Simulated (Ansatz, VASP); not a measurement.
**Two plane-wave programs on RbMgSbO3**

Contents of INCAR:

```
SYSTEM = RbMgSbO3
ALGO = Normal
EDIFF = 1E-6
ENCUT = 520
GGA = PE
ISIF = 2
ISMEAR = -1
LASPH = .TRUE.
LCHARG = .FALSE.
LREAL = .FALSE.
LWAVE = .FALSE.
NBANDS = 26
NELM = 60
PREC = Accurate
SIGMA = 0.05
```

The input KPOINTS:

```
k-points
0
G
  6 6 6
  0 0 0
```

The input POSCAR:

```
RbMgSbO3
1.0
    3.1843685666      1.8384960491      3.8191998787
   -3.1843685666      1.8384960491      3.8191998787
    0.0000000000     -3.6769920982      3.8191998787
Sb Rb Mg O
1 1 1 3
Direct
    0.5701276200      0.5701276200      0.5701276200
    0.8952780900      0.8952780900      0.8952780900
    0.3185392300      0.3185392300      0.3185392300
    0.4946454750      0.9672602300      0.4946454750
    0.9672602300      0.4946454750      0.4946454750
    0.4946454750      0.4946454750      0.9672602300
```

The input input.yaml:

```yaml
crystal:
  lattice:
    - [3.1843685666, 1.8384960491, 3.8191998787]
    - [-3.1843685666, 1.8384960491, 3.8191998787]
    - [0.0, -3.6769920982, 3.8191998787]
  atoms:
    - { symbol: Sb, position: [0.57012762, 0.57012762, 0.57012762] }
    - { symbol: Rb, position: [0.89527809, 0.89527809, 0.89527809] }
    - { symbol: Mg, position: [0.31853923, 0.31853923, 0.31853923] }
    - { symbol: O, position: [0.494645475, 0.96726023, 0.494645475] }
    - { symbol: O, position: [0.96726023, 0.494645475, 0.494645475] }
    - { symbol: O, position: [0.494645475, 0.494645475, 0.96726023] }
hamiltonian:
  xc: pbe
  pseudopotentials: { kind: paw }
kpoints:
  mp_grid: { grid: [6, 6, 6] }
scf:
  occupations: { method: fermi_dirac, width: 0.05 }
output:
  forces: true
  stress: true
  eigenvalues: true
  write_density: true
  write_potential: true
  elf: true
  volumetric_format: npy
```

Alike in both runs: task single point; functional PBE; k mesh 6 × 6 × 6; occupations fermi-dirac, width 0.05 eV; no spin polarisation.

```csv
,VASP,Ansatz
version,VASP 6.6.1,Ansatz 0.2.0
potentials or method,"VASP PAW PBE potentials, release 64 (Sb, Rb_sv, Mg, O)",Ansatz PAW
plane-wave cutoff (eV),520,420
valence electrons in the cell,34,52
```

|  | VASP | Ansatz | Ansatz less VASP |
| --- | --- | --- | --- |
| gap on the k mesh at the Fermi level (eV) | 2.81 | 2.83 | +0.024 |
| least direct gap on the mesh (eV) | 2.85 | 2.87 | +0.016 |
| pressure (GPa) | -1.7 | -1.7 | -0.01 |
| traceless stress, the component that is largest in VASP (GPa) | 2.31 | 2.30 | -0.009 |
| rms of the force components (eV/Å) | 0.200 | 0.232 | +0.0326 |

Atom by atom the forces differ by 0.034 eV/Å (rms over components). VASP's potentials hold 34 valence electrons a cell and Ansatz's 52, so a difference there can come from the potentials and not from the codes.

Neither program's run includes spin-orbit coupling.
